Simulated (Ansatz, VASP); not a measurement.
## C in VASP and in Ansatz

The input INCAR:

```
SYSTEM = C
PREC = Accurate ; ENCUT = 520
EDIFF = 1E-6 ; ISMEAR = 0
SIGMA = 0.15 ; LREAL = .FALSE.
LASPH = .TRUE. ; NELM = 100
ALGO = Normal ; ISIF = 2
LWAVE = .FALSE. ; LCHARG = .TRUE.
GGA = PS ; LELF = .TRUE.
LVHAR = .TRUE. ; NBANDS = 16
```

Contents of KPOINTS:

```
Automatic mesh
0
G
  18 18 6
  0 0 0
```

File POSCAR:

```
C
1.0
    2.6308443279      0.0000000000      0.0000000000
   -1.3154221640      2.1293252536      0.0000000000
    0.0000000000      0.0000000000      7.2458067263
C
4
Direct
   -0.1732438402      0.0000000000      0.0025000000
    0.1732438402      0.0000000000      0.5025000000
    0.1600733669      0.6666666667      0.0025000000
    0.8399266331      0.3333333333      0.5025000000
```

Input for Ansatz:

```yaml
crystal:
  lattice:
    - [2.6308443279, 0.0, 0.0]
    - [-1.315422164, 2.1293252536, 0.0]
    - [0.0, 0.0, 7.2458067263]
  atoms:
    - { symbol: C, position: [-0.1732438402, 0.0, 0.0025] }
    - { symbol: C, position: [0.1732438402, 0.0, 0.5025] }
    - { symbol: C, position: [0.1600733669, 0.6666666667, 0.0025] }
    - { symbol: C, position: [0.8399266331, 0.3333333333, 0.5025] }
basis:
  ecutwfc: 520.0
kpoints:
  mp_grid: { grid: [18, 18, 6] }
hamiltonian:
  xc: pbesol
  pseudopotentials: { kind: paw, azcp: { folder: soft_1 } }
scf:
  occupations: { method: gaussian, width: 0.15 }
output:
  forces: true
  stress: true
  eigenvalues: true
```

Change from the starting cell: mode 4 frozen in at -0.426 Å, normal strain along x +0.0700.

Alike in both runs: task single point; functional PBEsol; k mesh 18 × 18 × 6; occupations gaussian, width 0.15 eV; no spin polarisation.

|  | VASP | Ansatz |
| --- | --- | --- |
| version | VASP 6.6.1 | Ansatz 0.2.0 |
| potentials or method | VASP PAW PBE potentials, release 64 (C), cutoff 520 eV | scalar-relativistic, plane waves, PAW |
| valence electrons in the cell | 16 | 16 |

```tsv
	VASP	Ansatz	Ansatz less VASP
gap on the k mesh at the Fermi level (eV)	0.31	0.31	0.000
least direct gap on the mesh (eV)	0.34	0.34	+0.001
pressure (GPa)	-21.1	-21.7	-0.55
traceless stress, the component that is largest in VASP (GPa)	-34.75	-34.95	-0.203
rms of the force components (eV/Å)	0.249	0.237	-0.0122
```

VASP's potentials were made for PBE, not for PBEsol, and Ansatz warns of the same on its side. Atom by atom the forces differ by 0.012 eV/Å (rms over components).
